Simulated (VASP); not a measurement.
# TaN (P-62m) in VASP: a series of runs

The runs below take TaN through single point, with PBEsol.

Program: VASP 6.6.1. These are calculated values, not measurements. Logs are shortened: lines on timing, memory, paths and dates and some standing lists are left out, and cuts for length are marked.

### Step 1. The cell of the first run

The structure is hexagonal, space group P-62m (No. 189). Conventional cell: a = 5.230 Å, b = 5.230 Å, c = 2.930 Å, α = 90.00°, β = 90.00°, γ = 120.00°. Within 2.9 Å of Ta (site symmetry -6) lie 6 N at 2.18 Å. Within 2.7 Å of Ta (site symmetry -62m) lie 3 N at 2.05 Å. N (site symmetry m2m) has 5 Ta at 2.05 to 2.18 Å within 2.7 Å.

### Step 2. Single point, PBEsol

INCAR reads:

```
SYSTEM = TaN
PREC = Accurate
ENCUT = 520
EDIFF = 1E-6
ISMEAR = -1
SIGMA = 0.1
LREAL = .False.
LASPH = .True.
NELM = 60
ALGO = Normal
ISIF = 2
LWAVE = .False.
LCHARG = .False.
GGA = PS
NBANDS = 33
```

KPOINTS reads:

```
Automatic mesh
0
Gamma
  5 5 8
  0 0 0
```

POSCAR reads:

```
TaN
1.0
    5.2304115989      0.0000000000      0.0000000000
   -2.6152057994      4.5296693188      0.0000000000
    0.0000000000      0.0000000000      2.9302787075
Ta N
3 3
Direct
    0.3333333333      0.6666666667      0.5000000000
    0.6666666667      0.3333333333      0.5000000000
    0.0000000000      0.0000000000      0.0000000000
    0.3928500000      0.0000000000      0.0000000000
    0.6071500000      0.6071500000      0.0000000000
    0.0000000000      0.3928500000      0.0000000000
```

Potentials or basis: VASP PAW PBE potentials, release 64 (Ta_pv, N).

Command:

```sh
> cat potpaw_PBE.64/Ta_pv/POTCAR potpaw_PBE.64/N/POTCAR > POTCAR
> mpirun -np 1 vasp_std > vasp.out
```

OUTCAR:

```text
SYSTEM = TaN
   PREC = Accurate
   ENCUT = 520
   EDIFF = 1E-6
   ISMEAR = -1
   LREAL = .False.
   LASPH = .True.
   NELM = 60
   ISIF = 2
   GGA = PS

 ion  position               nearest neighbor table
   1  0.333  0.667  0.500-   5 2.18   5 2.18   4 2.18   4 2.18   6 2.18   6 2.18   2 3.02   2 3.02
                             2 3.02   3 3.36   3 3.36   3 3.36   3 3.36   3 3.36   3 3.36
   2  0.667  0.333  0.500-   6 2.18   6 2.18   4 2.18   4 2.18   5 2.18   5 2.18   1 3.02   1 3.02
                             1 3.02   3 3.36   3 3.36   3 3.36   3 3.36   3 3.36   3 3.36
   3  0.000  0.000  0.000-   4 2.05   6 2.05   5 2.05   2 3.36   1 3.36   1 3.36   2 3.36   2 3.36
                             2 3.36   1 3.36   1 3.36   2 3.36   2 3.36   1 3.36   1 3.36
   4  0.393  0.000  0.000-   3 2.05   1 2.18   1 2.18   2 2.18   2 2.18
   5  0.607  0.607  0.000-   3 2.05   1 2.18   1 2.18   2 2.18   2 2.18
   6  0.000  0.393  0.000-   3 2.05   2 2.18   2 2.18   1 2.18   1 2.18

  LATTYP: Found a hexagonal cell.
 ALAT       =     5.2304115989
 C/A-ratio  =     0.5602386451

  Lattice vectors:

 A1 = (   5.2304115989,   0.0000000000,   0.0000000000)
 A2 = (  -2.6152057994,   4.5296693188,   0.0000000000)
 A3 = (   0.0000000000,   0.0000000000,   2.9302787075)

Analysis of symmetry for initial positions (statically):
=====================================================================
 Subroutine PRICEL returns:
 Original cell was already a primitive cell.

 Routine SETGRP: Setting up the symmetry group for a
 hexagonal supercell.

 Subroutine GETGRP returns: Found 12 space group operations
 (whereof 12 operations were pure point group operations)
 out of a pool of 24 trial point group operations.

The static configuration has the point symmetry D_3h.

Analysis of symmetry for dynamics (positions and initial velocities):
=====================================================================
 Subroutine PRICEL returns:
 Original cell was already a primitive cell.

 Routine SETGRP: Setting up the symmetry group for a
 hexagonal supercell.

 Subroutine GETGRP returns: Found 12 space group operations
 (whereof 12 operations were pure point group operations)
 out of a pool of 24 trial point group operations.

The dynamic configuration has the point symmetry D_3h.

 Subroutine INISYM returns: Found 12 space group operations
 (whereof 12 operations are pure point group operations),
 and found     1 'primitive' translations

[... 100 lines left out ...]
   NELM   =     60;   NELMIN=  2; NELMDL= -5     # of ELM steps
   EDIFF  = 0.1E-05   stopping-criterion for ELM
   LREAL  =      F    real-space projection
   EDIFFG = 0.1E-04   stopping-criterion for IOM
   NSW    =      0    number of steps for IOM
   IBRION =     -1    ionic relax: 0-MD 1-quasi-New 2-CG
   NFREE  =      0    steps in history (QN), initial steepest desc. (CG)
   ISIF   =      2    stress and relaxation
   ISYM   =      2    0-nonsym 1-usesym 2-fastsym
   POTIM  = 0.5000    time-step for ionic-motion
   TEBEG  =    0.0;   TEEND  =   0.0 temperature during run
   PSTRESS=    0.0 pullay stress
   NELECT =      48.0000    total number of electrons
   NUPDOWN=      -1.0000    fix difference up-down
   EMIN   =  10.00;   EMAX   =-10.00  energy-range for DOS
   EFERMI =   0.00;   METHOD = LEGACY
   ISMEAR =    -1;   SIGMA  =   0.10  broadening in eV -4-tet -1-fermi 0-gaus
   EFERMI_NEDOS =   21; number of points for ismear=-14 and -15
   IALGO  =     38    algorithm
   IMIX   =      4    mixing-type and parameters
     AMIX     =   0.40;   BMIX     =  1.00
     AMIX_MAG =   1.60;   BMIX_MAG =  1.00
  volume/ion in A,a.u.               =      11.57        78.08
  Fermi-wavevector in a.u.,A,eV,Ry     =   1.447610  2.735586 28.512012  2.095574
  Thomas-Fermi vector in A             =   2.565545
   LORBIT       =      0    0 simple, 1 ext, 2 COOP (PROOUT), +10 PAW based schemes
   GGA     = PS    functional components
   LHFCALC =     F    Hartree Fock is set to
   AEXX    =    0.0000 exact exchange contribution
   IVDW    =     0    specifies the selected vdW correction
   LEPSILON=     F    determine dielectric tensor
   LRPA    =     F    only Hartree local field effects (RPA)
 non-spin polarized calculation
  energy-cutoff  :      520.00
  volume of cell :       69.42
 maximum number of plane-waves:      1895
 NGX is ok and might be reduce to    40
   NGX = 19   NGY = 19   NGZ = 11

 number of electron      48.0000002 magnetization

 Free energy of the ion-electron system (eV)
  ---------------------------------------------------
  ext. energy  EPLUGINS =         0.00000000
  ---------------------------------------------------
  free energy    TOTEN  =       -71.40302987 eV

  energy without entropy =      -71.37608260  energy(sigma->0) =      -71.38955624

 E-fermi :   8.0685     XC(G=0): -13.0550

 val. band max:        7.8858653072   @ k =   0.2000   0.0000   0.1250
 cond. band min:       8.1868063451   @ k =   0.2000   0.0000   0.2500
 fundamental gap:      0.3009410380
 Fermi energy:         8.0684604236

 k-point     1 :       0.0000    0.0000    0.0000
  band No.  band energies     occupation
      1     -28.2155      2.00000
      2     -28.2155      2.00000
      3     -27.8797      2.00000
      4     -27.8797      2.00000
      5     -27.7205      2.00000
      6     -27.6209      2.00000
[... 853 lines left out ...]
     32      12.6945      0.00000
     33      13.0735      0.00000

 [... further k-points ...]
[... 5 lines left out ...]
  --------------------------------------------------------------------------------------
  -------------------------------------------------------------------------------------
  Total       -3.6100195     -3.6100195     -4.5558054     -0.0000000      0.0000000      0.0000000
  in kB      -83.3122446    -83.3122447   -105.1391485     -0.0000000      0.0000000      0.0000000
  external PRESSURE =     -90.5878792 kB  Pullay stress =       0.0000000 kB

 VOLUME and BASIS-vectors are now :
 -----------------------------------------------------------------------------
  energy-cutoff  :      520.00
  volume of cell :       69.42
      direct lattice vectors                 reciprocal lattice vectors
     5.230411599  0.000000000  0.000000000     0.191189542  0.110383334  0.000000000
    -2.615205799  4.529669319  0.000000000     0.000000000  0.220766667  0.000000000
     0.000000000  0.000000000  2.930278707     0.000000000  0.000000000  0.341264467

 POSITION                                       TOTAL-FORCE (eV/Angst)
 -----------------------------------------------------------------------------------
     -0.00000      3.01978      1.46514         0.000000      0.000000      0.000000
      2.61521      1.50989      1.46514         0.000000      0.000000      0.000000
      0.00000      0.00000      0.00000         0.000000      0.000000      0.000000
      2.05477      0.00000      0.00000        -0.085799     -0.000000     -0.000000
      1.58782      2.75019      0.00000         0.042900      0.074304      0.000000
     -1.02738      1.77948      0.00000         0.042900     -0.074304     -0.000000
 -----------------------------------------------------------------------------------
    total drift:                               -0.000001     -0.000003      0.000000

  FREE ENERGIE OF THE ION-ELECTRON SYSTEM (eV)
  ---------------------------------------------------
  free  energy   TOTEN  =       -71.4030298735 eV

  energy  without entropy=      -71.3760826018  energy(sigma->0) =      -71.38955624
```

OSZICAR:

```text
N       E                     dE             d eps       ncg     rms          rms(c)
DAV:   1     0.443162331511E+03    0.44316E+03   -0.25978E+04  1650   0.152E+03
DAV:   2    -0.516126630749E+02   -0.49477E+03   -0.47072E+03  1893   0.448E+02
DAV:   3    -0.800499896793E+02   -0.28437E+02   -0.27965E+02  2018   0.103E+02
DAV:   4    -0.806199339463E+02   -0.56994E+00   -0.56589E+00  2050   0.145E+01
DAV:   5    -0.806341819476E+02   -0.14248E-01   -0.14226E-01  2075   0.180E+00    0.421E+01
DAV:   6    -0.717422084627E+02    0.88920E+01   -0.45228E+01  2115   0.357E+01    0.177E+01
DAV:   7    -0.714939638748E+02    0.24824E+00   -0.23374E+00  2008   0.811E+00    0.103E+01
DAV:   8    -0.714213756135E+02    0.72588E-01   -0.42616E-01  2018   0.379E+00    0.104E+00
DAV:   9    -0.714040607795E+02    0.17315E-01   -0.47080E-02  2113   0.142E+00    0.374E-01
DAV:  10    -0.714033370595E+02    0.72372E-03   -0.12784E-02  2045   0.555E-01    0.200E-01
DAV:  11    -0.714030793567E+02    0.25770E-03   -0.27272E-03  2088   0.312E-01    0.499E-02
DAV:  12    -0.714030296253E+02    0.49731E-04   -0.25104E-04  2046   0.907E-02    0.171E-02
DAV:  13    -0.714030298541E+02   -0.22876E-06   -0.17477E-05  2048   0.231E-02    0.471E-03
DAV:  14    -0.714030298735E+02   -0.19438E-07   -0.65583E-07  1149   0.596E-03
   1 F= -.71403030E+02 E0= -.71389556E+02  d E =-.269473E-01
```

Run time: 25 s. Hardware: 1 thread of Intel Xeon 6975P-C (Granite Rapids), shared host; peak memory 0.21 GiB.

Results:

- Free energy: -71.4030 eV
- Pressure: -9.1 GPa
- Largest force: 0.086 eV/Å
- Band gap on the k mesh: zero (band 24 reaches 9.82 eV, above the bottom of band 25 at 6.77 eV)

Forces on the atoms (eV/Å):
```
Ta   0.000  0.000  0.000
Ta   0.000  0.000  0.000
Ta   0.000  0.000  0.000
N   -0.086  0.000  0.000
N    0.043  0.074  0.000
N    0.043 -0.074  0.000
```

Caveat: the PAW data sets were made with another functional, which shifts forces and pressure a little; spin-orbit coupling is left out, which moves the levels of the heavy elements.

### Step 3. Single point, PBEsol

This run uses another cell than the first one, of 11.80 Å³/atom, 1.020 times its volume.

INCAR reads:

```
PREC = Accurate ; ENCUT = 520
EDIFF = 1E-6 ; ISMEAR = -1
SIGMA = 0.1 ; LREAL = F
LASPH = T ; NELM = 60
ALGO = Normal ; ISIF = 2
LWAVE = F ; LCHARG = F
GGA = PS ; NBANDS = 33
```

KPOINTS reads:

```
Automatic mesh
0
Gamma
  5 5 8
```

Edit POSCAR of step 2 so:

```diff
@@ -2,5 +2,5 @@
 1.0
-    5.2304115989      0.0000000000      0.0000000000
-   -2.6152057994      4.5296693188      0.0000000000
-    0.0000000000      0.0000000000      2.9302787075
+    5.2643762622      0.0000000000      0.0000000000
+   -2.6321881311      4.5590835801      0.0000000000
+    0.0000000000      0.0000000000      2.9493070245
 Ta N
```

Potentials or basis: VASP PAW PBE potentials, release 64 (Ta_pv, N).

Command:

```sh
> cat potpaw_PBE.64/Ta_pv/POTCAR potpaw_PBE.64/N/POTCAR > POTCAR
> mpirun -np 1 vasp_std > vasp.out
```

Run time: 24 s. Hardware: 1 thread of Intel Xeon 6975P-C (Granite Rapids), shared host; peak memory 0.21 GiB.

It converged, with:

```
Free energy            : -71.3033 eV
Pressure               : -14.6 GPa
Largest force          : 0.164 eV/Å
Band gap on the k mesh : zero (band 24 reaches 9.57 eV, above the bottom of band 25 at 6.57 eV)
```

Forces in eV/Å, atoms in the order of the input:
```
Ta   0.000  0.000  0.000
Ta   0.000  0.000  0.000
Ta   0.000  0.000  0.000
N   -0.164  0.000  0.000
N    0.082  0.142  0.000
N    0.082 -0.142  0.000
```

Stress tensor (GPa, compression positive):
```
-13.77   0.00   0.00
  0.00 -13.77   0.00
  0.00   0.00 -16.19
```

Levels at points of the mesh, in eV from the Fermi level:
```tsv
k point	band 20	band 21	band 22	band 23	band 24	band 25	band 26	band 27	band 28	band 29
(0.00, 0.00, 0.00)	-4.94	-4.20	-3.34	-1.96	-0.96	-0.96	0.45	0.45	1.63	1.69
(0.00, 0.00, 0.50)	-4.42	-4.33	-2.85	-2.85	1.71	1.71	1.81	1.96	1.96	3.01
```

Caveat: the PAW data sets were made with another functional, which shifts forces and pressure a little; spin-orbit coupling is left out, which moves the levels of the heavy elements.
